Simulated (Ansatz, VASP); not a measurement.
AlN: VASP beside Ansatz

Contents of INCAR:

```
  PREC = Accurate
  ENCUT = 520
  EDIFF = 1E-7
  ISMEAR = 0
  SIGMA = 0.05
  LREAL = False
  LASPH = True
  NELM = 80
  ALGO = Normal
  ISIF = 2
  LWAVE = False
  LCHARG = False
  GGA = CA
  NBANDS = 16
```

File KPOINTS:

```
regular mesh
0
Gamma
  9 9 6
```

The input POSCAR:

```
AlN
1.0
    3.0631058397      0.0000000000      0.0000000000
   -1.5315529199      2.6527274717      0.0000000000
    0.0000000000      0.0000000000      4.9027355419
Al N
2 2
Direct
    0.3236882189      0.6473764378      0.0015212672
    0.6763117811      0.3526235622      0.5015212672
    0.3419399799      0.6838799599      0.3834787328
    0.6580600201      0.3161200401      0.8834787328
```

Input for Ansatz:

```yaml
crystal:
  lattice:
    - [3.0631058397, 0.0, 0.0]
    - [-1.5315529199, 2.6527274717, 0.0]
    - [0.0, 0.0, 4.9027355419]
  atoms:
    - { symbol: Al, position: [0.3236882189, 0.6473764378, 0.0015212672] }
    - { symbol: Al, position: [0.6763117811, 0.3526235622, 0.5015212672] }
    - { symbol: "N", position: [0.3419399799, 0.6838799599, 0.3834787328] }
    - { symbol: "N", position: [0.6580600201, 0.3161200401, 0.8834787328] }
basis:
  ecutwfc: 520.0
kpoints:
  mp_grid: { grid: [9, 9, 6] }
hamiltonian:
  xc: lda
scf:
  occupations: { method: gaussian, width: 0.05 }
output:
  forces: true
  stress: true
  eigenvalues: true
```

Change from the starting cell: mode 5 frozen in at -0.052 Å, equal normal strain along x, y and z -0.0083.

Alike in both runs: task single point; functional LDA; k mesh 9 × 9 × 6; occupations gaussian, width 0.05 eV; no spin polarisation.

|  | VASP | Ansatz |
| --- | --- | --- |
| version | VASP 6.6.1 | Ansatz 0.2.0 |
| potentials or method | VASP PAW LDA potentials, release 64 (Al, N), cutoff 520 eV | scalar-relativistic, plane waves, PAW |
| valence electrons in the cell | 16 | 16 |

VASP gave:

- gap on the k mesh at the Fermi level (eV): 4.62
- least direct gap on the mesh (eV): 4.62
- pressure (GPa): 6.2
- traceless stress, the component that is largest in VASP (GPa): -0.24
- rms of the force components (eV/Å): 0.127

Question: What did Ansatz give for the same quantities?

Answer: gap on the k mesh at the Fermi level (eV): 4.61; least direct gap on the mesh (eV): 4.61; pressure (GPa): 5.5; traceless stress, the component that is largest in VASP (GPa): -0.21; rms of the force components (eV/Å): 0.128.

LDA's correlation is that of Perdew and Zunger in VASP and of Perdew and Wang (1992) in Ansatz. Atom by atom the forces differ by 0.001 eV/Å (rms over components).
